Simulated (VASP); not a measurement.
# CoSi: relaxation of cell and atoms with PBE

The system is CoSi.

```
Co Si
1.0
     4.43800    0.00000    0.00000
     0.00000    4.43800    0.00000
     0.00000    0.00000    4.43800
Co Si
4 4
Direct
  0.14000 0.14000 0.14000
  0.36000 0.86000 0.64000
  0.64000 0.36000 0.86000
  0.86000 0.64000 0.36000
  0.84300 0.84300 0.84300
  0.65700 0.15700 0.34300
  0.34300 0.65700 0.15700
  0.15700 0.34300 0.65700
```

* Program: VASP 6.6.1
* Task: relaxation of cell and atoms
* Functional: PBE
* Potentials or basis: VASP PAW PBE potentials, release 64 (Co, Si)
* Cutoff: 600 eV
* k mesh: 8 × 8 × 8
* Occupations: gaussian, width 0.1 eV
* Spin: no spin polarisation
* Dipole correction: no
* Further INCAR settings: ALGO = Normal; EDIFF = 1e-06; IBRION = 2; EDIFFG = -0.01; NSW = 100; ISIF = 3

```json
{
 "Relaxed volume": "10.86 Å³/atom",
 "Relaxed cell": "a = 4.429 Å, b = 4.429 Å, c = 4.429 Å, α = 90.00°, β = 90.00°, γ = 90.00°",
 "Space group after relaxing (to 0.05 Å)": "P2_13 (No. 198)",
 "Energy gained by relaxing": "2.8 meV/atom",
 "Ionic steps": "7",
 "Pressure after relaxing": "0.0 GPa",
 "Band gap on the k mesh": "zero (band 26 reaches 12.11 eV, above the bottom of band 27 at 11.90 eV)"
}
```

Forces on the atoms (eV/Å):
```
Co  -0.001 -0.001 -0.001
Co   0.001  0.001 -0.001
Co  -0.001  0.001  0.001
Co   0.001 -0.001  0.001
Si   0.002  0.002  0.002
Si  -0.002 -0.002  0.002
Si   0.002 -0.002 -0.002
Si  -0.002  0.002 -0.002
```

Step by step:
| step | energy change (eV) | largest force (eV/Å) | pressure (GPa) | volume (Å³) |
| --- | --- | --- | --- | --- |
| 1 | 0.0000 | 0.2713 | -0.42 | 87.41 |
| 2 | -0.0123 | 0.1874 | 0.18 | 87.05 |
| 3 | -0.0190 | 0.0841 | 1.22 | 86.51 |
| 4 | -0.0178 | 0.0776 | -1.57 | 87.51 |
| 5 | -0.0217 | 0.0591 | -0.06 | 86.95 |
| 6 | -0.0222 | 0.0154 | 0.02 | 86.91 |
| 7 | -0.0222 | 0.0028 | 0.01 | 86.90 |

Final structure:
```xyz
8
Lattice="4.4294 0.0000 0.0000 0.0000 4.4294 0.0000 0.0000 0.0000 4.4294" Properties=species:S:1:pos:R:3 pbc="T T T"
Co    0.6428    0.6428    0.6428
Co    1.5719    3.7866    2.8575
Co    2.8575    1.5719    3.7866
Co    3.7866    2.8575    1.5719
Si    3.7348    3.7348    3.7348
Si    2.9093    0.6946    1.5201
Si    1.5201    2.9093    0.6946
Si    0.6946    1.5201    2.9093
```

Levels at points of the mesh, in eV from the Fermi level:
```csv
k point,band 24,band 25,band 26,band 27,band 28,band 29
"(0.00, 0.00, 0.00)",-0.79,-0.02,-0.02,-0.02,2.48,2.48
"(0.50, 0.00, 0.00)",-0.66,-0.50,-0.50,0.99,0.99,1.48
"(0.50, 0.50, 0.00)",-1.01,-0.05,-0.05,0.57,0.57,1.99
"(0.50, 0.50, 0.50)",-1.23,-0.23,-0.23,-0.23,-0.23,5.40
```

Run time: 9.2 min on 1 thread of AMD EPYC 9R14 (Zen 4), on a shared host, peak memory 0.25 GiB.

Spin polarisation is off, so any magnetic state and its effect on volume and gap are missing.
